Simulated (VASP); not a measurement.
Here is a VASP 6.6.1 calculation.

The input INCAR:

```
PREC     = Accurate       # precision mode
ENCUT    = 520            # plane-wave cutoff, eV
EDIFF    = 1E-6           # SCF threshold, eV
ISMEAR   = 0              # smearing method
SIGMA    = 0.02           # smearing width, eV
LREAL    = False          # projectors in reciprocal space
LASPH    = True           # aspherical terms in the spheres
NELM     = 150            # most SCF steps
ALGO     = Normal         # electronic algorithm
ISIF     = 2              # what is computed and relaxed
LWAVE    = False          # write WAVECAR
LCHARG   = True           # write CHGCAR
MAGMOM   = 0 0 0 0 0 0 0 0 0 0 0 0 0 0 0 0 0 0 # initial moments
LORBIT   = 11             # projections on sites
LSORBIT  = True           # spin-orbit coupling
GGA_COMPAT= False        
LORBMOM  = True         
LMAXMIX  = 4              # l up to which the mixer works
GGA      = PE             # functional
IVDW     = 12             # dispersion correction
LVHAR    = True         
NBANDS   = 68             # bands
```

The input KPOINTS:

```
Automatic mesh
0
Gamma
  12 12 2
```

File POSCAR:

```
WSe2
1.0
    3.1798238191      0.0000000000      0.0000000000
   -1.5899119095      2.7538082070      0.0000000000
    0.0000000000      0.0000000000     11.9671318353
W Se
2 4
Direct
    0.3333333333      0.6666666667      0.2500000000
    0.6666666667      0.3333333333      0.7500000000
    0.3333333333      0.6666666667      0.6083204648
    0.6666666667      0.3333333333      0.1083204648
    0.3333333333      0.6666666667      0.8916795352
    0.6666666667      0.3333333333      0.3916795352
```

Potentials or basis: VASP PAW PBE potentials, release 64 (W_sv, Se).

Launch:

```console
$ cat potpaw_PBE.64/W_sv/POTCAR potpaw_PBE.64/Se/POTCAR > POTCAR
$ mpirun -np 1 vasp_ncl > vasp.out
```

(1) What does it give for the largest force?

(2) What does it give for the net moment?

(3) What does it give for the pressure?

(4) Predict the dispersion energy per atom.

Results:

(1) 0.097 eV/Å.

(2) 0.00 μB per cell.

(3) 11.8 GPa.

(4) -0.544 eV.

Caveat: the cell stands under pressure.
